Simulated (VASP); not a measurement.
Write the native input for VASP 6.6.1 that does the following.

- Task: single point
- Functional: PBE
- Potentials or basis: VASP PAW PBE potentials, release 64 (Be, S, Zn, Cd)
- Cutoff: 520 eV
- k mesh: 4 × 4 × 3
- Occupations: gaussian, width 0.02 eV
- Spin: no spin polarisation
- Dipole correction: no
- Further INCAR settings: LREAL = Auto; ALGO = Normal; EDIFF = 1e-07; NBANDS = 121

The structure of BeZn9Cd2S12 lies in POSCAR:

```
BeZn9Cd2S12
1.0
   -5.4755770000     -5.4695860000      0.0001300000
   -0.0001420000      5.4695990000      5.4755710000
   -5.4775680000      5.4716930000     -5.4775380000
Be S Zn Cd
1 12 9 2
Direct
    0.3320839825      0.6654124123      0.6670982627
    0.3440167789      0.1709556771      0.9134070839
    0.8265380969      0.1709706128      0.9133928907
    0.6656080827      0.3318415370      0.5896564202
    0.1770519550      0.3543331786      0.5924718073
    0.4883158411      0.5092169221      0.2391569775
    0.0197703379      0.5088446614      0.2393403870
    0.3323654155      0.6651481986      0.8923646238
    0.8265637940      0.6535011740      0.9134033457
    0.6431869812      0.8204694241      0.5924775598
    0.1769037488      0.8205697889      0.5924680918
    0.4886783795      0.9777250176      0.2393373021
    0.9991435596      0.9984003879      0.2830672508
    0.4951633415      0.9910574936      0.9901176155
    0.8323526000      0.1652105559      0.6662651009
    0.3315033667      0.1649406814      0.6662033045
    0.1699800220      0.3410402952      0.3429331343
    0.4952280506      0.5023031728      0.9899250905
    0.0064227839      0.5023335382      0.9901190408
    0.8324666391      0.6659200763      0.6661938653
    0.6564930950      0.8275376611      0.3429621658
    0.1703648817      0.8271635871      0.3428278081
    0.9990486372      0.9984727410      0.0173940901
    0.6653373627      0.3321534034      0.3235290560
```

The input as run:

INCAR

```
ALGO = Normal
EDIFF = 1E-7
ENCUT = 520
GGA = PE
ISIF = 2
ISMEAR = 0
LASPH = T
LCHARG = F
LREAL = Auto
LUSENCCL = F
LWAVE = F
NBANDS = 121
NELM = 60
PREC = Accurate
SIGMA = 0.02
```

KPOINTS

```
k-points
0
Gamma
  4 4 3
```

Potentials or basis: VASP PAW PBE potentials, release 64 (Be, S, Zn, Cd).

The run is started by

```sh
$ cat potpaw_PBE.64/Be/POTCAR potpaw_PBE.64/S/POTCAR potpaw_PBE.64/Zn/POTCAR potpaw_PBE.64/Cd/POTCAR > POTCAR
$ mpirun -np 1 vasp_std > vasp.out
```

Results of the run:

```yaml
Pressure: 0.2 GPa
Largest_force: 0.029 eV/Å
Band_gap_on_the_k_mesh: 1.92 eV
```

Run time: 2.7 min on 1 × NVIDIA H100 80GB with 1 thread of AMD EPYC 7R13 Processor (Zen 3) (shared host), peak memory 2.1 GiB.
